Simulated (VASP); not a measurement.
# InSb3 (Pm-3m) in VASP: single point with PBE

Aim: the single point of InSb3 with PBE.

Program: VASP 6.6.1. These are calculated values, not measurements. Logs are shortened: lines on timing, memory, paths and dates and some standing lists are left out, and cuts for length are marked.

### Step 1. The cell of the first run

The structure is cubic, space group Pm-3m (No. 221). Conventional cell: a = 4.814 Å, b = 4.814 Å, c = 4.814 Å, α = 90.00°, β = 90.00°, γ = 90.00°. Within 4.5 Å of In (site symmetry m-3m) lie 12 Sb at 3.40 Å. Within 4.5 Å of Sb (site symmetry 4/mmm) lie 4 In at 3.40 Å and 8 Sb at 3.40 Å.

### Step 2. Single point, PBE

Contents of INCAR:

```
PREC = Accurate ; ENCUT = 500
EDIFF = 1E-6 ; ISMEAR = 0
SIGMA = 0.15 ; LREAL = F
LASPH = T ; NELM = 120
ALGO = Normal ; ISIF = 2
LWAVE = F ; LCHARG = F
GGA = PE ; NBANDS = 54
GGA_COMPAT = F
```

Contents of KPOINTS:

```
regular mesh
0
Gamma
  8 8 6
```

Contents of POSCAR:

```
InSb3
1.0
   -4.8138367962      4.8138367962      0.0000000000
   -4.8138367962      0.0000000000      4.8138367962
    4.8138367962      4.8138367962      4.8138367962
In Sb
3 9
Direct
    0.3333333333      0.3333333333      0.6666666667
    0.6666666667      0.6666666667      0.3333333333
    1.0000000000      0.0000000000      0.0000000000
    0.0000000000      0.5000000000      0.0000000000
    0.3333333333      0.8333333333      0.6666666667
    0.6666666667      0.1666666667      0.3333333333
    0.5000000000      0.5000000000      0.0000000000
    0.8333333333      0.8333333333      0.6666666667
    0.1666666667      0.1666666667      0.3333333333
    0.5000000000      0.0000000000      0.0000000000
    0.8333333333      0.3333333333      0.6666666667
    0.1666666667      0.6666666667      0.3333333333
```

Potentials or basis: VASP PAW PBE potentials, release 64 (In_d, Sb).

Run with:

```bash
> cat potpaw_PBE.64/In_d/POTCAR potpaw_PBE.64/Sb/POTCAR > POTCAR
> mpirun -np 1 vasp_std > vasp.out
```

OUTCAR:

```text
PREC = Accurate
   ENCUT = 500
   EDIFF = 1E-6
   ISMEAR = 0
   LREAL = F
   LASPH = T
   NELM = 120
   ISIF = 2
   GGA = PE

 ion  position               nearest neighbor table
   1  0.333  0.333  0.667-   4 3.40  10 3.40   7 3.40   9 3.40   5 3.40  11 3.40   5 3.40   8 3.40
                             8 3.40  11 3.40   6 3.40  12 3.40
   2  0.667  0.667  0.333-   4 3.40  10 3.40   7 3.40   8 3.40   6 3.40  12 3.40   6 3.40   9 3.40
                             9 3.40  12 3.40  11 3.40   5 3.40
   3  0.000  0.000  0.000-   5 3.40   6 3.40  11 3.40  12 3.40   9 3.40  10 3.40   4 3.40   8 3.40
                             4 3.40   7 3.40   7 3.40  10 3.40
   4  0.000  0.500  0.000-   1 3.40   2 3.40   8 3.40   9 3.40   3 3.40   7 3.40  11 3.40  12 3.40
                             3 3.40  10 3.40   7 3.40  10 3.40
   5  0.333  0.833  0.667-   3 3.40   7 3.40   1 3.40   8 3.40  10 3.40  12 3.40   1 3.40  11 3.40
                             8 3.40  11 3.40   2 3.40   9 3.40
   6  0.667  0.167  0.333-   3 3.40   7 3.40   2 3.40   9 3.40  10 3.40  11 3.40   2 3.40  12 3.40
                             9 3.40  12 3.40   8 3.40   1 3.40
   7  0.500  0.500  0.000-   5 3.40   6 3.40  11 3.40  12 3.40   2 3.40  10 3.40   4 3.40   1 3.40
                             3 3.40  10 3.40   3 3.40   4 3.40
   8  0.833  0.833  0.667-   4 3.40  10 3.40   2 3.40   5 3.40   3 3.40  11 3.40   1 3.40  11 3.40
                             1 3.40   5 3.40   6 3.40  12 3.40
   9  0.167  0.167  0.333-   4 3.40  10 3.40   1 3.40   6 3.40   3 3.40  12 3.40   2 3.40  12 3.40
                             2 3.40   6 3.40  11 3.40   5 3.40
  10  0.500  0.000  0.000-   1 3.40   2 3.40   8 3.40   9 3.40   6 3.40   7 3.40   3 3.40   5 3.40
                             4 3.40   7 3.40   3 3.40   4 3.40
  11  0.833  0.333  0.667-   3 3.40   7 3.40   4 3.40   6 3.40   1 3.40   8 3.40   5 3.40   8 3.40
                             1 3.40   5 3.40   2 3.40   9 3.40
  12  0.167  0.667  0.333-   3 3.40   7 3.40   4 3.40   5 3.40   2 3.40   9 3.40   6 3.40   9 3.40
                             2 3.40   6 3.40   8 3.40   1 3.40

  LATTYP: Found a hexagonal cell.
 ALAT       =     6.8077932842
 C/A-ratio  =     1.2247448714

  Lattice vectors:

 A1 = (   4.8138367962,   0.0000000000,  -4.8138367962)
 A2 = (  -4.8138367962,   4.8138367962,   0.0000000000)
 A3 = (   4.8138367962,   4.8138367962,   4.8138367962)

Analysis of symmetry for initial positions (statically):
=====================================================================
 Subroutine PRICEL returns following result:

  LATTYP: Found a simple cubic cell.
 ALAT       =     4.8138367962

  Lattice vectors:

 A1 = (   0.0000000005,   0.0000000000,  -4.8138367962)
 A2 = (  -4.8138367957,   0.0000000000,   0.0000000000)
 A3 = (   0.0000000010,   4.8138367962,   0.0000000000)

   3 primitive cells build up your supercell.

 Routine SETGRP: Setting up the symmetry group for a
 hexagonal supercell.

 Subroutine GETGRP returns: Found 12 space group operations
 (whereof 12 operations were pure point group operations)
 out of a pool of 24 trial point group operations.

The static configuration has the point symmetry D_3d.

Analysis of symmetry for dynamics (positions and initial velocities):
=====================================================================
 Subroutine PRICEL returns following result:

  LATTYP: Found a simple cubic cell.
 ALAT       =     4.8138367962

  Lattice vectors:

 A1 = (   0.0000000005,   0.0000000000,  -4.8138367962)
 A2 = (  -4.8138367957,   0.0000000000,   0.0000000000)
 A3 = (   0.0000000010,   4.8138367962,   0.0000000000)

   3 primitive cells build up your supercell.

 Routine SETGRP: Setting up the symmetry group for a
 hexagonal supercell.

 Subroutine GETGRP returns: Found 12 space group operations
 (whereof 12 operations were pure point group operations)
 out of a pool of 24 trial point group operations.

The dynamic configuration has the point symmetry D_3d.

 Subroutine INISYM returns: Found 12 space group operations
 (whereof 12 operations are pure point group operations),
 and found     3 'primitive' translations

----------------------------------------------------------------------------------------

                                     Primitive cell

[... 24 lines left out ...]

 KPOINTS: regular mesh

Automatic generation of k-mesh.
 Grid dimensions read from file:
 generate k-points for:    8    8    6

 Generating k-lattice:

  Cartesian coordinates                     Fractional coordinates (reciprocal lattice)
    -0.008655604  0.017311209 -0.008655604     0.125000000  0.000000000  0.000000000
    -0.008655604 -0.008655604  0.017311209     0.000000000  0.125000000  0.000000000
     0.011540806  0.011540806  0.011540806     0.000000000  0.000000000  0.166666667

  Length of vectors
     0.021201814  0.021201814  0.019989262

  Shift w.r.t. Gamma in fractional coordinates (k-lattice)
     0.000000000  0.000000000  0.000000000

 Subroutine IBZKPT returns following result:
 ===========================================

 Found     50 irreducible k-points:

 Following reciprocal coordinates:
            Coordinates               Weight
  0.000000  0.000000  0.000000      1.000000
  0.125000  0.000000  0.000000      6.000000
  0.250000  0.000000  0.000000      6.000000
  0.375000  0.000000  0.000000      6.000000
  0.500000  0.000000  0.000000      3.000000
  0.250000  0.125000  0.000000      6.000000
[... 16 lines left out ...]
  0.375000  0.500000  0.166667     12.000000
  0.500000  0.250000  0.166667     12.000000
 [... further k-points ...]
   k-points           NKPTS =     50   k-points in BZ     NKDIM =     50   number of bands    NBANDS=     54
   number of dos      NEDOS =    301   number of ions     NIONS =     12
   total plane-waves  NPLWV = 160000
   dimension x,y,z NGX =    50 NGY =   50 NGZ =   64
   dimension x,y,z NGXF=   100 NGYF=  100 NGZF=  128
   ions per type =               3   9
   NGX,Y,Z   is equivalent  to a cutoff of  12.21, 12.21, 12.76 a.u.
   NGXF,Y,Z  is equivalent  to a cutoff of  24.42, 24.42, 25.52 a.u.
 SYSTEM =  unknown system
   PREC   = accura    normal or accurate (medium, high low for compatibility)
   ISTART =      0    job   : 0-new  1-cont  2-samecut
   ICHARG =      2    charge: 1-file 2-atom 10-const
   ISPIN  =      1    spin polarized calculation?
   LNONCOLLINEAR =      F non collinear calculations
   LSORBIT =      F    spin-orbit coupling
   LASPH  =      T    aspherical Exc in radial PAW
   ENCUT  =  500.0 eV  36.75 Ry    6.06 a.u.  12.41 12.41 15.20*2*pi/ulx,y,z
   NELM   =    120;   NELMIN=  2; NELMDL= -5     # of ELM steps
   EDIFF  = 0.1E-05   stopping-criterion for ELM
   LREAL  =      F    real-space projection
   EDIFFG = 0.1E-04   stopping-criterion for IOM
   NSW    =      0    number of steps for IOM
   IBRION =     -1    ionic relax: 0-MD 1-quasi-New 2-CG
   NFREE  =      0    steps in history (QN), initial steepest desc. (CG)
   ISIF   =      2    stress and relaxation
   ISYM   =      2    0-nonsym 1-usesym 2-fastsym
   POTIM  = 0.5000    time-step for ionic-motion
   TEBEG  =    0.0;   TEEND  =   0.0 temperature during run
   PSTRESS=    0.0 pullay stress
   NELECT =      84.0000    total number of electrons
   NUPDOWN=      -1.0000    fix difference up-down
   EMIN   =  10.00;   EMAX   =-10.00  energy-range for DOS
   EFERMI =   0.00;   METHOD = LEGACY
   ISMEAR =     0;   SIGMA  =   0.15  broadening in eV -4-tet -1-fermi 0-gaus
   EFERMI_NEDOS =   21; number of points for ismear=-14 and -15
   IALGO  =     38    algorithm
   IMIX   =      4    mixing-type and parameters
     AMIX     =   0.40;   BMIX     =  1.00
     AMIX_MAG =   1.60;   BMIX_MAG =  1.00
  volume/ion in A,a.u.               =      27.89       188.20
  Fermi-wavevector in a.u.,A,eV,Ry     =   1.032689  1.951499 14.509882  1.066446
  Thomas-Fermi vector in A             =   2.166899
   LORBIT       =      0    0 simple, 1 ext, 2 COOP (PROOUT), +10 PAW based schemes
   GGA     = PE    functional components
   LHFCALC =     F    Hartree Fock is set to
   AEXX    =    0.0000 exact exchange contribution
   IVDW    =     0    specifies the selected vdW correction
   LEPSILON=     F    determine dielectric tensor
   LRPA    =     F    only Hartree local field effects (RPA)
 non-spin polarized calculation
 Gauss-broadening in eV      SIGMA  =   0.15
  energy-cutoff  :      500.00
  volume of cell :      334.65
 maximum number of plane-waves:      8575
 NGX is ok and might be reduce to    50
   NGX = 25   NGY = 25   NGZ = 31

 number of electron      83.9999996 magnetization

 Free energy of the ion-electron system (eV)
  ---------------------------------------------------
  ext. energy  EPLUGINS =         0.00000000
  ---------------------------------------------------
  free energy    TOTEN  =       -42.78717440 eV

  energy without entropy =      -42.72890014  energy(sigma->0) =      -42.75803727

 E-fermi :   7.7483     XC(G=0): -10.0410

 val. band max:        7.7389083516   @ k =   0.5000   0.0000   0.3333
 cond. band min:       7.7578413013   @ k =   0.2500   0.0000   0.1667
 fundamental gap:      0.0189329496
 Fermi energy:         7.7483272829

 k-point     1 :       0.0000    0.0000    0.0000
  band No.  band energies     occupation
      1      -6.7517      2.00000
      2      -6.7517      2.00000
      3      -6.7491      2.00000
      4      -6.7491      2.00000
      5      -6.7491      2.00000
      6      -6.7491      2.00000
[... 1357 lines left out ...]
     53       9.8427      0.00000
     54      10.0168      0.00000

 [... further k-points ...]
[... 5 lines left out ...]
  --------------------------------------------------------------------------------------
  -------------------------------------------------------------------------------------
  Total       -0.1550239     -0.1550239     -0.1550239      0.2382968      0.2382968      0.2382968
  in kB       -0.7421879     -0.7421879     -0.7421879      1.1408631      1.1408631      1.1408631
  external PRESSURE =      -0.7421879 kB  Pullay stress =       0.0000000 kB

 VOLUME and BASIS-vectors are now :
 -----------------------------------------------------------------------------
  energy-cutoff  :      500.00
  volume of cell :      334.65
      direct lattice vectors                 reciprocal lattice vectors
    -4.813836796  4.813836796  0.000000000    -0.069244835  0.138489669 -0.069244835
    -4.813836796  0.000000000  4.813836796    -0.069244835 -0.069244835  0.138489669
     4.813836796  4.813836796  4.813836796     0.069244835  0.069244835  0.069244835

 POSITION                                       TOTAL-FORCE (eV/Angst)
 -----------------------------------------------------------------------------------
      0.00000      4.81384      4.81384         0.000000     -0.000000     -0.000000
     -4.81384      4.81384      4.81384        -0.000000     -0.000000     -0.000000
      0.00000      0.00000      0.00000         0.000000      0.000000      0.000000
     -2.40692      0.00000      2.40692        -0.000000      0.000000     -0.000000
     -2.40692      4.81384      7.22076        -0.000000      0.000000     -0.000000
     -2.40692      4.81384      2.40692        -0.000000     -0.000000     -0.000000
     -4.81384      2.40692      2.40692        -0.000000     -0.000000     -0.000000
     -4.81384      7.22076      7.22076        -0.000000     -0.000000     -0.000000
     -0.00000      2.40692      2.40692        -0.000000     -0.000000     -0.000000
     -2.40692      2.40692      0.00000        -0.000000      0.000000     -0.000000
     -2.40692      7.22076      4.81384        -0.000000      0.000000     -0.000000
     -2.40692      2.40692      4.81384        -0.000000     -0.000000     -0.000000
 -----------------------------------------------------------------------------------
    total drift:                               -0.000000      0.000000     -0.000000

  FREE ENERGIE OF THE ION-ELECTRON SYSTEM (eV)
  ---------------------------------------------------
  free  energy   TOTEN  =       -42.7871744036 eV

  energy  without entropy=      -42.7289001350  energy(sigma->0) =      -42.75803727
```

Wall time 11 min (1 thread of AMD EPYC 9R14 (Zen 4), shared host); peak memory 0.81 GiB.

What came out:

```yaml
Free_energy: -42.7872 eV
Pressure: -0.1 GPa
Band_gap_on_the_k_mesh: zero (bands 42 and 43 overlap by 1.80 eV)
```

Caveat: spin-orbit coupling is left out, which moves the levels of the heavy elements.
